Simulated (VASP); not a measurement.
# CdS (Greenockite) (P6_3mc) in VASP: notebook

Aim: see how the results for CdS (Greenockite) move with the level of theory and the settings. Levels: PBEsol, PBE. Tasks: relaxation of cell and atoms, single point.

Program: VASP 6.6.1. These are calculated values, not measurements. Logs are shortened: lines on timing, memory, paths and dates and some standing lists are left out, and cuts for length are marked.

## (1) The cell of the first run

The structure is hexagonal, space group P6_3mc (No. 186). The conventional cell has a = 4.150 Å, b = 4.150 Å, c = 6.737 Å, α = 90.00°, β = 90.00°, γ = 120.00°. Within 3.3 Å of Cd (site symmetry 3m) lie 4 S at 2.53 to 2.54 Å. Within 3.3 Å of S (site symmetry 3m) lie 4 Cd at 2.53 to 2.54 Å.

## (2) Relaxation of cell and atoms, PBEsol, target pressure 5 GPa, at which the enthalpy is minimised

The input, INCAR:

```
ALGO = Normal
EDIFF = 1E-6
EDIFFG = -0.02
ENCUT = 600
GGA = PS
IBRION = 2
ISIF = 3
ISMEAR = -1
LASPH = T
LCHARG = F
LREAL = F
LWAVE = F
NELM = 80
NSW = 80
PREC = Accurate
PSTRESS = 50.0
SIGMA = 0.05
```

The input, KPOINTS:

```
k-points
0
Gamma
  7 7 4
```

The input, POSCAR:

```
CdS
1.0
    4.1500000000      0.0000000000      0.0000000000
   -2.0750000000      3.5940054257      0.0000000000
    0.0000000000      0.0000000000      6.7370000000
Cd S
2 2
Direct
    0.6666666667      0.3333333333      0.5000000000
    0.3333333333      0.6666666667      0.0000000000
    0.6666666667      0.3333333333      0.8750000000
    0.3333333333      0.6666666667      0.3750000000
```

Potentials or basis: VASP PAW PBE potentials, release 64 (Cd, S).

Command:

```bash
$ cat potpaw_PBE.64/Cd/POTCAR potpaw_PBE.64/S/POTCAR > POTCAR
$ mpirun -np 1 vasp_std > vasp.out
```

OUTCAR:

```text
EDIFF = 1E-6
   EDIFFG = -0.02
   ENCUT = 600
   GGA = PS
   IBRION = 2
   ISIF = 3
   ISMEAR = -1
   LASPH = T
   LREAL = F
   NELM = 80
   NSW = 80
   PREC = Accurate
   PSTRESS = 50.0

 ion  position               nearest neighbor table
   1  0.667  0.333  0.500-   3 2.53   4 2.54   4 2.54   4 2.54
   2  0.333  0.667  0.000-   4 2.53   3 2.54   3 2.54   3 2.54
   3  0.667  0.333  0.875-   1 2.53   2 2.54   2 2.54   2 2.54
   4  0.333  0.667  0.375-   2 2.53   1 2.54   1 2.54   1 2.54

  LATTYP: Found a hexagonal cell.
 ALAT       =     4.1500000000
 C/A-ratio  =     1.6233734940

  Lattice vectors:

 A1 = (   4.1500000000,   0.0000000000,   0.0000000000)
 A2 = (  -2.0750000000,   3.5940054257,   0.0000000000)
 A3 = (   0.0000000000,   0.0000000000,   6.7370000000)

Analysis of symmetry for initial positions (statically):
=====================================================================
 Subroutine PRICEL returns:
 Original cell was already a primitive cell.

 Routine SETGRP: Setting up the symmetry group for a
 hexagonal supercell.

 Subroutine GETGRP returns: Found 12 space group operations
 (whereof  6 operations were pure point group operations)
 out of a pool of 24 trial point group operations.

The static configuration has the point symmetry C_3v.
 The point group associated with its full space group is C_6v.

Analysis of symmetry for dynamics (positions and initial velocities):
=====================================================================
 Subroutine PRICEL returns:
 Original cell was already a primitive cell.

 Routine SETGRP: Setting up the symmetry group for a
 hexagonal supercell.

 Subroutine GETGRP returns: Found 12 space group operations
 (whereof  6 operations were pure point group operations)
 out of a pool of 24 trial point group operations.

The dynamic configuration has the point symmetry C_3v.
 The point group associated with its full space group is C_6v.

 Subroutine INISYM returns: Found 12 space group operations
 (whereof  6 operations are pure point group operations),
 and found     1 'primitive' translations

----------------------------------------------------------------------------------------

                                     Primitive cell

  volume of cell :     100.4832

  direct lattice vectors                    reciprocal lattice vectors
     4.150000000  0.000000000  0.000000000     0.240963855  0.139120547  0.000000000
    -2.075000000  3.594005426  0.000000000     0.000000000  0.278241094  0.000000000
     0.000000000  0.000000000  6.737000000     0.000000000  0.000000000  0.148434021

  length of vectors
     4.150000000  4.150000000  6.737000000     0.278241094  0.278241094  0.148434021

  position of ions in fractional coordinates (direct lattice)
     0.666666667  0.333333333  0.500000000
     0.333333333  0.666666667  0.000000000
     0.666666667  0.333333333  0.875000000
     0.333333333  0.666666667  0.375000000

  ion indices of the primitive-cell ions
   primitive index   ion index
                 1           1
                 2           2
                 3           3
                 4           4

----------------------------------------------------------------------------------------

 KPOINTS: k-points

Automatic generation of k-mesh.
 Grid dimensions read from file:
 generate k-points for:    7    7    4

 Generating k-lattice:

  Cartesian coordinates                     Fractional coordinates (reciprocal lattice)
     0.034423408  0.019874364  0.000000000     0.142857143  0.000000000  0.000000000
     0.000000000  0.039748728  0.000000000     0.000000000  0.142857143  0.000000000
     0.000000000  0.000000000  0.037108505     0.000000000  0.000000000  0.250000000

  Length of vectors
     0.039748728  0.039748728  0.037108505

  Shift w.r.t. Gamma in fractional coordinates (k-lattice)
     0.000000000  0.000000000  0.000000000

 Subroutine IBZKPT returns following result:
 ===========================================

 Found     24 irreducible k-points:

 Following reciprocal coordinates:
[... 38 lines left out ...]
  Thomas-Fermi vector in A             =   2.299285
   LORBIT       =      0    0 simple, 1 ext, 2 COOP (PROOUT), +10 PAW based schemes
   GGA     = PS    functional components
   LHFCALC =     F    Hartree Fock is set to
   AEXX    =    0.0000 exact exchange contribution
   IVDW    =     0    specifies the selected vdW correction
   LEPSILON=     F    determine dielectric tensor
   LRPA    =     F    only Hartree local field effects (RPA)
 conjugate gradient relaxation of ions
 non-spin polarized calculation
  energy-cutoff  :      600.00
  volume of cell :      100.48
 maximum number of plane-waves:      3376
 NGX is ok and might be reduce to    36
   NGX = 17   NGY = 17   NGZ = 27

--------------------------------------- Ionic step        1  -------------------------------------------

 number of electron      36.0000008 magnetization

 Free energy of the ion-electron system (eV)
  ---------------------------------------------------
  ext. energy  EPLUGINS =         0.00000000
  ---------------------------------------------------
  free energy    TOTEN  =       -13.63038495 eV

  energy without entropy =      -13.63038438  energy(sigma->0) =      -13.63038466

------------------------ aborting loop because EDIFF is reached ----------------------------------------

  FORCE on cell =-STRESS in cart. coord.  units (eV):
  Direction    XX          YY          ZZ          XY          YZ          ZX
  --------------------------------------------------------------------------------------
  -------------------------------------------------------------------------------------
  Total       -0.5552557     -0.5552557     -0.1826380      0.0000000      0.0000000      0.0000000
  in kB       -8.8534030     -8.8534030     -2.9121141      0.0000000      0.0000000      0.0000000
  external PRESSURE =     -56.8729734 kB  Pullay stress =      50.0000000 kB

 VOLUME and BASIS-vectors are now :
 -----------------------------------------------------------------------------
  energy-cutoff  :      600.00
  volume of cell :      100.48
      direct lattice vectors                 reciprocal lattice vectors
     4.150000000  0.000000000  0.000000000     0.240963855  0.139120547  0.000000000
    -2.075000000  3.594005426  0.000000000     0.000000000  0.278241094  0.000000000
     0.000000000  0.000000000  6.737000000     0.000000000  0.000000000  0.148434021
[... 170 lines left out ...]
  FREE ENERGIE OF THE ION-ELECTRON SYSTEM (eV)
  ---------------------------------------------------
  free  energy   TOTEN  =       -13.5380561242 eV

  energy  without entropy=      -13.5380560180  energy(sigma->0) =      -13.53805607

  enthalpy is  TOTEN    =       -10.6419011467 eV   P V=        2.8961549776

--------------------------------------- Ionic step        6  -------------------------------------------

 number of electron      36.0000003 magnetization

 Free energy of the ion-electron system (eV)
  ---------------------------------------------------
  ext. energy  EPLUGINS =         0.00000000
  ---------------------------------------------------
  free energy    TOTEN  =       -13.53640359 eV

  energy without entropy =      -13.53640349  energy(sigma->0) =      -13.53640354

 E-fermi :   2.4637     XC(G=0):  -9.6919

 val. band max:        1.8217305965   @ k =   0.0000   0.0000   0.0000
 cond. band min:       3.0539663752   @ k =   0.0000   0.0000   0.0000
 fundamental gap:      1.2322357787
 Fermi energy:         2.4636873329

 k-point     1 :       0.0000    0.0000    0.0000
  band No.  band energies     occupation
      1     -11.0158      2.00000
      2     -10.5021      2.00000
      3      -6.1748      2.00000
      4      -6.1618      2.00000
      5      -6.1618      2.00000
      6      -6.0599      2.00000
[... 14 lines left out ...]
     21       8.1809      0.00000
     22       8.1809      0.00000
[... 595 lines left out ...]
 POSITION                                       TOTAL-FORCE (eV/Angst)
 -----------------------------------------------------------------------------------
      2.01756      1.16484      3.28608         0.000000      0.000000     -0.002017
     -0.00000      2.32967      6.57488         0.000000     -0.000000     -0.002017
      2.01756      1.16484      5.75813        -0.000000     -0.000000      0.002017
     -0.00000      2.32967      2.46933        -0.000000      0.000000      0.002017
 -----------------------------------------------------------------------------------
    total drift:                               -0.000000     -0.000000     -0.000706

  FREE ENERGIE OF THE ION-ELECTRON SYSTEM (eV)
  ---------------------------------------------------
  free  energy   TOTEN  =       -13.5364035901 eV

  energy  without entropy=      -13.5364034856  energy(sigma->0) =      -13.53640354

  enthalpy is  TOTEN    =       -10.6419276198 eV   P V=        2.8944759703

 reached required accuracy - stopping structural energy minimisation
```

It took 1.8 min on 1 thread of Intel Xeon 6975P-C (Granite Rapids), shared host; peak memory 0.29 GiB.

What came out:

```yaml
Free_energy: -13.5364 eV
Relaxed_volume: 23.19 Å³/atom
Relaxed_cell: a = 4.035 Å, b = 4.035 Å, c = 6.578 Å, α = 90.00°, β = 90.00°, γ = 120.00°
Space_group_after_relaxing_to_0.05_Å: P6_3mc (No. 186)
Energy_change_on_relaxing_the_enthalpy_is_what_falls: +23.5 meV/atom
Ionic_steps: 6
Pressure_after_relaxing: 5.0 GPa
Band_gap_on_the_k_mesh: 1.23 eV, direct
```

Forces on the atoms (eV/Å):
```
Cd   0.000  0.000 -0.002
Cd   0.000  0.000 -0.002
S    0.000  0.000  0.002
S    0.000  0.000  0.002
```

Step by step:
```csv
step,energy change (eV),largest force (eV/Å),pressure (GPa),volume (Å³)
1,0.0000,0.0667,-0.69,100.48
2,0.3074,0.0185,9.82,88.06
3,0.0933,0.0273,4.96,92.77
4,0.0980,0.0262,5.10,92.62
5,0.0923,0.0084,4.92,92.80
6,0.0940,0.0020,4.99,92.75
```

Final structure:
```cif
data_structure
_symmetry_space_group_name_H-M 'P 1'
_symmetry_Int_Tables_number 1
_cell_length_a 4.0351
_cell_length_b 4.0351
_cell_length_c 6.5776
_cell_angle_alpha 90.000
_cell_angle_beta 90.000
_cell_angle_gamma 120.000
_cell_volume 92.75
loop_
_atom_site_label
_atom_site_type_symbol
_atom_site_fract_x
_atom_site_fract_y
_atom_site_fract_z
_atom_site_occupancy
Cd1 Cd 0.66667 0.33333 0.49959 1
Cd2 Cd 0.33333 0.66667 0.99959 1
S1 S 0.66667 0.33333 0.87541 1
S2 S 0.33333 0.66667 0.37541 1
```

Levels at points of the mesh, in eV from the valence-band top:
| k point | band 15 | band 16 | band 17 | band 18 | band 19 | band 20 | band 21 | band 22 |
| --- | --- | --- | --- | --- | --- | --- | --- | --- |
| (0.00, 0.00, 0.00) | -0.88 | -0.07 | 0.00 | 0.00 | 1.23 | 2.77 | 6.36 | 6.36 |
| (0.00, 0.00, 0.50) | -0.46 | -0.46 | -0.46 | -0.46 | 2.89 | 2.89 | 6.13 | 6.13 |

Caveat: the cell is relaxed towards a set pressure, so the enthalpy falls and the energy may rise; the PAW data sets were made with another functional, which shifts forces and pressure a little. Expect the measured gap to be larger: semilocal functionals such as PBEsol lack the derivative discontinuity.

## (3) Relaxation of cell and atoms, PBEsol, target pressure 10 GPa, at which the enthalpy is minimised

The input, INCAR:

```
ALGO = Normal
EDIFF = 1E-6
EDIFFG = -0.02
ENCUT = 600
GGA = PS
IBRION = 2
ISIF = 3
ISMEAR = -1
LASPH = True
LCHARG = False
LREAL = False
LWAVE = False
NELM = 60
NSW = 80
PREC = Accurate
PSTRESS = 100.0
SIGMA = 0.05
```

KPOINTS is that of step 2.

POSCAR is that of step 2.

Potentials or basis: VASP PAW PBE potentials, release 64 (Cd, S).

Command:

```bash
$ cat potpaw_PBE.64/Cd/POTCAR potpaw_PBE.64/S/POTCAR > POTCAR
$ mpirun -np 1 vasp_std > vasp.out
```

It took 2.5 min on 1 thread of Intel Xeon 6975P-C (Granite Rapids), shared host; peak memory 0.29 GiB.

It converged, with:

```
Free energy                                            : -13.3149 eV
Relaxed volume                                         : 21.98 Å³/atom
Relaxed cell                                           : a = 3.964 Å, b = 3.964 Å, c = 6.462 Å, α = 90.00°, β = 90.00°, γ = 120.00°
Space group after relaxing (to 0.05 Å)                 : P6_3mc (No. 186)
Energy change on relaxing (the enthalpy is what falls) : +78.9 meV/atom
Ionic steps                                            : 7
Pressure after relaxing                                : 10.0 GPa
Band gap on the k mesh                                 : 1.34 eV, direct
```

The path:
```tsv
step	energy change (eV)	largest force (eV/Å)	pressure (GPa)	volume (Å³)
1	0.0000	0.0667	-0.69	100.48
2	1.3772	0.0534	25.94	78.03
3	0.3024	0.0362	9.72	88.15
4	0.3169	0.0350	10.00	87.91
5	0.3320	0.0337	10.29	87.67
6	0.3031	0.0282	9.72	88.14
7	0.3155	0.0015	10.00	87.93
```

Final structure:
```xyz
4
Lattice="3.9639 0.0000 0.0000 -1.9820 3.4329 0.0000 0.0000 0.0000 6.4620" Properties=species:S:1:pos:R:3 pbc="T T T"
Cd    1.9820    1.1443    3.2286
Cd    0.0000    2.2886    6.4596
S     1.9820    1.1443    5.6567
S     0.0000    2.2886    2.4257
```

Levels at points of the mesh, in eV from the valence-band top:
```tsv
k point	band 16	band 17	band 18	band 19	band 20	band 21
(0.00, 0.00, 0.00)	-0.08	0.00	0.00	1.34	2.82	6.32
(0.00, 0.00, 0.50)	-0.50	-0.50	-0.50	2.97	2.97	6.18
```

Caveat: the cell is relaxed towards a set pressure, so the enthalpy falls and the energy may rise; the PAW data sets were made with another functional, which shifts forces and pressure a little. PBEsol gaps usually lie below the measured ones, often by a third to a half.

## (4) Relaxation of cell and atoms, PBEsol, target pressure 20 GPa, at which the enthalpy is minimised

The input, INCAR:

```
SYSTEM = CdS
ALGO = Normal
EDIFF = 1E-6
EDIFFG = -0.02
ENCUT = 600
GGA = PS
IBRION = 2
ISIF = 3
ISMEAR = -1
LASPH = .TRUE.
LCHARG = .FALSE.
LREAL = .FALSE.
LWAVE = .FALSE.
NELM = 100
NSW = 80
PREC = Accurate
PSTRESS = 200.0
SIGMA = 0.05
```

The input, KPOINTS:

```
k-points
0
G
  7 7 4
  0 0 0
```

POSCAR is that of step 3.

Command:

```bash
$ cat potpaw_PBE.64/Cd/POTCAR potpaw_PBE.64/S/POTCAR > POTCAR
$ mpirun -np 1 vasp_std > vasp.out
```

Run time: 3.1 min. Hardware: 1 thread of Intel Xeon 6975P-C (Granite Rapids), shared host; peak memory 0.29 GiB.

Results (log left out):

```
Free energy                                            : -12.6902 eV
Relaxed volume                                         : 20.27 Å³/atom
Relaxed cell                                           : a = 3.858 Å, b = 3.858 Å, c = 6.291 Å, α = 90.00°, β = 90.00°, γ = 120.00°
Space group after relaxing (to 0.05 Å)                 : P6_3mc (No. 186)
Energy change on relaxing (the enthalpy is what falls) : +235.0 meV/atom
Ionic steps                                            : 8
Pressure after relaxing                                : 20.0 GPa
Largest force after relaxing                           : 0.013 eV/Å
Band gap on the k mesh                                 : 1.50 eV, direct
```

Forces on the atoms (eV/Å):
```
Cd   0.000  0.000  0.013
Cd   0.000  0.000  0.013
S    0.000  0.000 -0.013
S    0.000  0.000 -0.013
```

Stress tensor (GPa, compression positive):
```
19.91  0.00  0.00
 0.00 19.91  0.00
 0.00  0.00 20.11
```

Step by step:
```
step  energy change (eV)  largest force (eV/Å)  pressure (GPa)  volume (Å³)
   1              0.0000                0.0667           -0.69       100.48
   2              7.3998                0.2101           96.47        60.31
   3              0.7867                0.0558           17.72        82.41
   4              0.8971                0.0526           19.37        81.45
   5              0.9413                0.0513           19.98        81.09
   6              0.9868                0.0500           20.63        80.73
   7              0.8840                0.0881           19.16        81.56
   8              0.9402                0.0129           19.98        81.09
```

Final structure:
```
Cd S
1.0
     3.85809    0.00000    0.00000
    -1.92905    3.34121    0.00000
     0.00000    0.00000    6.29089
Cd S
2 2
Direct
  0.66667 0.33333 0.49968
  0.33333 0.66667 0.99968
  0.66667 0.33333 0.87532
  0.33333 0.66667 0.37532
```

Levels at points of the mesh, in eV from the valence-band top:
```tsv
k point	band 16	band 17	band 18	band 19	band 20	band 21
(0.00, 0.00, 0.00)	-0.10	0.00	0.00	1.50	2.87	6.24
(0.00, 0.00, 0.50)	-0.59	-0.59	-0.59	3.08	3.08	6.23
```

Caveat: the cell is relaxed towards a set pressure, so the enthalpy falls and the energy may rise; the volume moved by over 15 % at a fixed basis, so the end points are rough; the PAW data sets were made with another functional, which shifts forces and pressure a little.

## (5) Single point, PBE

The input, INCAR:

```
SYSTEM = CdS
PREC = Accurate ; ENCUT = 520
EDIFF = 1E-7 ; ISMEAR = -1
SIGMA = 0.04 ; LREAL = .False.
LASPH = .True. ; NELM = 100
ALGO = Normal ; ISIF = 2
LWAVE = .False. ; LCHARG = .False.
GGA = PE ; NBANDS = 26
```

The input, KPOINTS:

```
regular mesh
0
Gamma
  4 4 2
  0 0 0
```

POSCAR is that of step 4.

Command:

```bash
$ cat potpaw_PBE.64/Cd/POTCAR potpaw_PBE.64/S/POTCAR > POTCAR
$ mpirun -np 1 vasp_std > vasp.out
```

Wall time 19 s (1 thread of Intel Xeon Platinum 8488C (Sapphire Rapids), shared host); peak memory 0.21 GiB.

The run converged. Its results:

```yaml
Free_energy: -12.2332 eV
Pressure: 2.5 GPa
Largest_force: 0.056 eV/Å
Band_gap_on_the_k_mesh: 1.19 eV, direct
```

Forces in eV/Å, atoms in the order of the input:
```
Cd   0.000  0.000 -0.056
Cd   0.000  0.000 -0.056
S    0.000  0.000  0.056
S    0.000  0.000  0.056
```

Stress tensor (GPa, compression positive):
```
2.33 0.00 0.00
0.00 2.33 0.00
0.00 0.00 2.75
```

Levels at points of the mesh, in eV from the valence-band top:
```
           k point  band 14  band 15  band 16  band 17  band 18  band 19  band 20  band 21  band 22  band 23
(0.00, 0.00, 0.00)    -0.76    -0.76    -0.04     0.00     0.00     1.19     2.78     6.47     6.47     6.80
(0.50, 0.00, 0.00)    -3.47    -2.62    -1.85    -1.29    -0.73     3.71     3.88     5.11     6.39     6.99
(0.00, 0.00, 0.50)    -2.46    -0.39    -0.39    -0.39    -0.39     2.84     2.84     6.19     6.19     6.82
(0.50, 0.00, 0.50)    -4.09    -1.32    -1.32    -1.31    -1.31     3.47     3.47     5.38     5.38     7.90
```

Caveat: the k points lie up to 0.47 Å⁻¹ apart.

## (6) Overview

| task | level | cell | k mesh | cutoff (eV) | smearing | gap on the mesh (eV) | pressure (GPa) | largest force (eV/Å) |
| --- | --- | --- | --- | --- | --- | --- | --- | --- |
| relaxation of cell and atoms | PBEsol | relaxed to 5 GPa | 7 × 7 × 4 | 600 | fermi-dirac 0.05 eV | 1.23 | 5.0 | - |
| relaxation of cell and atoms | PBEsol | relaxed to 10 GPa | 7 × 7 × 4 | 600 | fermi-dirac 0.05 eV | 1.34 | 10.0 | - |
| relaxation of cell and atoms | PBEsol | relaxed to 20 GPa | 7 × 7 × 4 | 600 | fermi-dirac 0.05 eV | 1.50 | 20.0 | 0.01 |
| single point | PBE | as given | 4 × 4 × 2 | 520 | fermi-dirac 0.04 eV | 1.19 | 2.5 | 0.06 |

Alike in all rows: potentials or basis VASP PAW PBE potentials, release 64 (Cd, S); no spin polarisation.

Caveats: some runs use coarse meshes; the cell is relaxed towards a set pressure, so the enthalpy falls and the energy may rise (some runs); the PAW data sets were made with another functional, which shifts forces and pressure a little (some runs); the volume moved by over 15 % at a fixed basis, so the end points are rough (some runs).

Absolute energies hang on the potentials; compare differences alone.
